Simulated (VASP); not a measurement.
A run of VASP 6.6.1 is set up as follows.

File INCAR:

```
SYSTEM = Be24NO
PREC = Accurate ; ENCUT = 520
EDIFF = 1E-6 ; ISMEAR = 0
SIGMA = 0.1 ; LREAL = .False.
LASPH = .True. ; NELM = 200
ALGO = Normal ; ISIF = 2
LWAVE = .False. ; LCHARG = .False.
ISPIN = 2 ; MAGMOM = 0 0 0 0 0 0 0 0 0 0 0 0 0 0 0 0 0 0 0 0 0 0 0 0 1 0
LORBIT = 11 ; LDIPOL = .True.
IDIPOL = 3 ; DIPOL = 0.5 0.5 0.292
GGA = PE ; NBANDS = 52
GGA_COMPAT = .False. ; NELMDL = -8
KPAR = 4
```

KPOINTS

```
Automatic mesh
0
Gamma
  6 4 1
  0 0 0
```

The input POSCAR:

```
Be24NO
1.0
    4.5254381411      0.0000000000      0.0000000000
    0.0000000000      7.1336190820      0.0000000000
    0.0000000000      0.0000000000     22.3685529248
Be N O
24 1 1
Direct
    0.0000000000      0.3750000000      0.1788224752
    0.0000000000      0.8750000000      0.1788224752
    0.5000000000      0.3750000000      0.1788224752
    0.5000000000      0.8750000000      0.1788224752
    0.2500000000      0.1250000000      0.2080237711
    0.2500000000      0.6250000000      0.2080237711
    0.7500000000      0.1250000000      0.2080237711
    0.7500000000      0.6250000000      0.2080237711
    0.2500000000      0.3750000000      0.2664263628
    0.2500000000      0.8750000000      0.2664263628
    0.7500000000      0.3750000000      0.2664263628
    0.7500000000      0.8750000000      0.2664263628
    0.0000000000      0.1250000000      0.2903069137
    0.0000000000      0.6250000000      0.2903069137
    0.5000000000      0.1250000000      0.2903069137
    0.5000000000      0.6250000000      0.2903069137
    0.0000000000      0.3750000000      0.3546814205
    0.0000000000      0.8750000000      0.3546814205
    0.5000000000      0.3750000000      0.3546814205
    0.5000000000      0.8750000000      0.3546814205
    0.2500000000      0.1250000000      0.3741213369
    0.2500000000      0.6250000000      0.3741213369
    0.7500000000      0.1250000000      0.3741213369
    0.7500000000      0.6250000000      0.3741213369
    0.7500000000      0.4583333333      0.4447562146
    0.8849191768      0.5932525101      0.4584096000
```

Potentials or basis: VASP PAW PBE potentials, release 64 (Be, N, O).

The run is started by

```bash
$ cat potpaw_PBE.64/Be/POTCAR potpaw_PBE.64/N/POTCAR potpaw_PBE.64/O/POTCAR > POTCAR
$ mpirun -np 4 vasp_std > vasp.out
```

Estimate the net moment.

0.23 μB per cell.

Predict the site moments.

Be -0.00, +0.00, -0.01 (each value once); N +0.11; O +0.08 μB.

Forces in eV/Å, atoms in the order of the input:
```
Be   0.039  0.000  0.502
Be   0.036 -0.057  0.481
Be  -0.049 -0.038  0.517
Be  -0.040  0.109  0.545
Be   0.003  0.023 -0.715
Be  -0.015 -0.049 -0.804
Be  -0.008  0.027 -0.627
Be  -0.013 -0.037 -0.649
Be   0.053  0.045  0.033
Be   0.015 -0.030  0.203
Be  -0.015 -0.017 -0.004
Be  -0.012  0.060  0.076
Be   0.015  0.061  0.024
Be   0.001 -0.097  0.391
Be   0.019 -0.061  0.057
Be  -0.030  0.029 -0.071
Be   0.298 -0.365 -0.269
Be   0.040  0.124 -0.145
Be  -0.152  0.216  0.078
Be  -0.108  0.024 -0.087
Be  -0.087  0.025  0.069
Be   0.278  0.132 -0.336
Be   0.175 -0.311  0.004
Be  -0.053  0.023  0.622
N   -2.776 -3.270 -1.251
O    2.385  3.434  1.355
```

Caveat: the standard files for N, O and F lose accuracy on very short bonds.
